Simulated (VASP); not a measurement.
Write the native input for VASP 6.6.1 that does the following.

* Task: single point
* Functional: PBE
* Potentials or basis: VASP PAW PBE potentials, release 64 (Sn_d, Cl)
* Cutoff: 520 eV
* k mesh: 10 × 10 × 10
* Occupations: gaussian, width 0.1 eV
* Spin: no spin polarisation
* Dipole correction: no
* Further INCAR settings: ALGO = Normal; EDIFF = 1e-07; NBANDS = 26

The structure of SnCl3 lies in POSCAR:

```
SnCl3
1.0
    5.1685988093      0.0000000000      0.0000000000
    0.0000000000      5.1685988093      0.0000000000
    0.0000000000      0.0000000000      5.1685988093
Sn Cl
1 3
Direct
    0.5000000000      0.5000000000      0.5000000000
    0.0000000000      0.5000000000      0.5000000000
    0.5000000000      0.0000000000      0.5000000000
    0.5000000000      0.5000000000      0.0000000000
```

One way to write it, as run:

INCAR

```
PREC = Accurate
ENCUT = 520
EDIFF = 1E-7
ISMEAR = 0
SIGMA = 0.1
LREAL = False
LASPH = True
NELM = 80
ALGO = Normal
ISIF = 2
LWAVE = False
LCHARG = False
GGA = PE
NBANDS = 26
```

KPOINTS

```
regular mesh
0
Gamma
  10 10 10
```

Potentials or basis: VASP PAW PBE potentials, release 64 (Sn_d, Cl).

Launch:

```bash
$ cat potpaw_PBE.64/Sn_d/POTCAR potpaw_PBE.64/Cl/POTCAR > POTCAR
$ mpirun -np 1 vasp_std > vasp.out
```

Results of the run:

```yaml
Pressure: 1.0 GPa
Band_gap_on_the_k_mesh: zero (an odd number of electrons rules out a gap without spin polarisation)
```

Caveat: spin-orbit coupling is left out, which moves the levels of the heavy elements; an odd number of electrons without spin polarisation forces a metal; a magnetic or distorted state may lie lower.

Wall time 5 min on 1 thread of Intel Xeon 8259CL, on a shared host, peak memory 0.34 GiB.
